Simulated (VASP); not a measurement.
Here is a VASP 6.6.1 calculation.

The input INCAR:

```
SYSTEM = ZnO
  PREC = Accurate
  ENCUT = 520
  EDIFF = 1E-7
  ISMEAR = 0
  SIGMA = 0.01
  LREAL = .FALSE.
  LASPH = .TRUE.
  NELM = 60
  ALGO = Normal
  ISIF = 2
  LWAVE = .FALSE.
  LCHARG = .FALSE.
  GGA = PS
  NBANDS = 26
```

The input KPOINTS:

```
Automatic mesh
0
G
  8 8 4
  0 0 0
```

File POSCAR:

```
ZnO
1.0
    3.2461590759      0.0000000000      0.0000000000
   -1.6230795380      2.8112562245      0.0000000000
    0.0000000000      0.0000000000      5.1878936835
Zn O
2 2
Direct
    0.3333333333      0.6666666667      0.4987209390
    0.6666666667      0.3333333333     -0.0012790610
    0.6666666667      0.3333333333      0.3802890610
    0.3333333333      0.6666666667      0.8802890610
```

Potentials or basis: VASP PAW PBE potentials, release 64 (Zn, O).

Run with:

```console
$ cat potpaw_PBE.64/Zn/POTCAR potpaw_PBE.64/O/POTCAR > POTCAR
$ mpirun -np 1 vasp_std > vasp.out
```

**Question.** Predict the band gap on the k mesh.

**Answer.** 0.70 eV, direct.

**Question.** What does it give for the pressure?

**Answer.** 0.3 GPa.

Stress tensor (GPa, compression positive):
```
-0.10  0.00  0.00
 0.00 -0.10  0.00
 0.00  0.00  0.97
```

Caveat: the cell differs from its parent crystal (film at in-plane strain +0.005); the PAW data sets were made with another functional, which shifts forces and pressure a little.
